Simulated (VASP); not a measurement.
Write the native input for VASP 6.6.1 that does the following.

```
Task                   : single point
Functional             : PBE
Dispersion             : D3(BJ)
Potentials or basis    : VASP PAW PBE potentials, release 64 (Al, Cu)
Cutoff                 : 520 eV
k mesh                 : 6 × 6 × 6
Occupations            : gaussian, width 0.1 eV
Spin                   : no spin polarisation
Dipole correction      : no
Further INCAR settings : ALGO = Normal; EDIFF = 1e-06; NBANDS = 26
```

The structure of Al2Cu lies in POSCAR:

```
Al2Cu
1.0
   -2.9988978300      2.9988978300      2.3927372900
    2.9988978300     -2.9988978300      2.3927372900
    2.9988978300      2.9988978300     -2.3927372900
Al Cu
4 2
Direct
    0.3413930800      0.1586069200      0.5000000000
    0.1586069200      0.6586069200      0.8172138400
    0.8413930800      0.3413930800      0.1827861600
    0.6586069200      0.8413930800      0.5000000000
    0.7500000000      0.7500000000      0.0000000000
    0.2500000000      0.2500000000      0.0000000000
```

One way to write it, as run:

INCAR

```
  PREC = Accurate
  ENCUT = 520
  EDIFF = 1E-6
  ISMEAR = 0
  SIGMA = 0.1
  LREAL = False
  LASPH = True
  NELM = 80
  ALGO = Normal
  ISIF = 2
  LWAVE = False
  LCHARG = False
  GGA = PE
  IVDW = 12
  NBANDS = 26
```

KPOINTS

```
Automatic mesh
0
Gamma
  6 6 6
```

Potentials or basis: VASP PAW PBE potentials, release 64 (Al, Cu).

Launch:

```sh
$ cat potpaw_PBE.64/Al/POTCAR potpaw_PBE.64/Cu/POTCAR > POTCAR
$ mpirun -np 1 vasp_std > vasp.out
```

Results of the run:

```json
{
 "Pressure": "-0.5 GPa",
 "Largest force": "0.060 eV/Å",
 "Band gap on the k mesh": "zero (bands 17 and 18 overlap by 4.20 eV)",
 "Dispersion energy per atom": "-0.415 eV"
}
```

Run time: 48 s on 1 thread of AMD EPYC 9R45 96-Core Processor (Zen 5), with other jobs on the host, peak memory 0.21 GiB.
